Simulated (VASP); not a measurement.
Wanted: the native input for a VASP 6.6.1 run.

```
Task                               : single point
Functional                         : HSE06
Potentials or basis                : VASP PAW PBE potentials, release 64 (C)
Cutoff                             : 520 eV
k mesh                             : 8 × 8 × 4
Occupations                        : fermi-dirac, width 0.05 eV
Spin                               : no spin polarisation
Dipole correction                  : no
Grid for exact exchange (PRECFOCK) : Normal
Further INCAR settings             : ALGO = Normal; EDIFF = 1e-07; NBANDS = 11
Share of exact exchange            : 0.25
Screening parameter                : 0.2079 1/Å
```

Crystal: C.

```
CELL_PARAMETERS angstrom
2.08389 -1.20321 0.00000
2.08389 1.20321 0.00000
-1.35092 0.00000 3.43132
ATOMIC_POSITIONS crystal
C 0.16664 0.16664 0.99991
C 0.83336 0.83336 0.00009
```

The input as run:

POSCAR

```
C
1.0
    2.0838934217     -1.2032084158      0.0000000000
    2.0838934217      1.2032084158      0.0000000000
   -1.3509174534      0.0000000000      3.4313236862
C
2
Direct
    0.1666444700      0.1666444700      0.9999069600
    0.8333555300      0.8333555300      0.0000930400
```

INCAR.step1

```
PREC     = Accurate       # precision mode
ENCUT    = 520            # plane-wave cutoff, eV
EDIFF    = 1E-5           # SCF threshold, eV
ISMEAR   = -1             # smearing method
SIGMA    = 0.05           # smearing width, eV
LREAL    = F              # projectors in reciprocal space
LASPH    = T              # aspherical terms in the spheres
NELM     = 80             # most SCF steps
ALGO     = Normal         # electronic algorithm
ISIF     = 2              # what is computed and relaxed
LWAVE    = T              # write WAVECAR
LCHARG   = F              # write CHGCAR
NBANDS   = 11             # bands
GGA      = PE             # functional
```

INCAR.step2

```
PREC     = Accurate       # precision mode
ENCUT    = 520            # plane-wave cutoff, eV
EDIFF    = 1E-7           # SCF threshold, eV
ISMEAR   = -1             # smearing method
SIGMA    = 0.05           # smearing width, eV
LREAL    = F              # projectors in reciprocal space
LASPH    = T              # aspherical terms in the spheres
NELM     = 80             # most SCF steps
ALGO     = Normal         # electronic algorithm
ISIF     = 2              # what is computed and relaxed
LWAVE    = F              # write WAVECAR
LCHARG   = F              # write CHGCAR
GGA      = PE             # functional
LHFCALC  = T              # exact exchange
HFSCREEN = 0.2079         # screening, 1/A
PRECFOCK = Normal       
NBANDS   = 11             # bands
ISTART   = 1
```

KPOINTS

```
regular mesh
0
Gamma
  8 8 4
```

Potentials or basis: VASP PAW PBE potentials, release 64 (C).

Run with:

```console
$ cat potpaw_PBE.64/C/POTCAR > POTCAR
$ cp INCAR.step1 INCAR
$ mpirun -np 1 vasp_std > vasp.out
$ cp INCAR.step2 INCAR
$ mpirun -np 1 vasp_std > vasp.out
```

Results of the run:

| Quantity | Value |
| --- | --- |
| Pressure | 17.8 GPa |
| Largest force | 0.007 eV/Å |

Caveat: the k points lie up to 0.46 Å⁻¹ apart; this functional lacks dispersion, which binds layers or chains, so the pressure and a relaxed spacing across them are unreliable; the PAW data sets were made with another functional, which shifts forces and pressure a little.

Run time: 40 min on 1 thread of Oxide Virtual Turin-like Processor, on a shared host, peak memory 0.19 GiB.
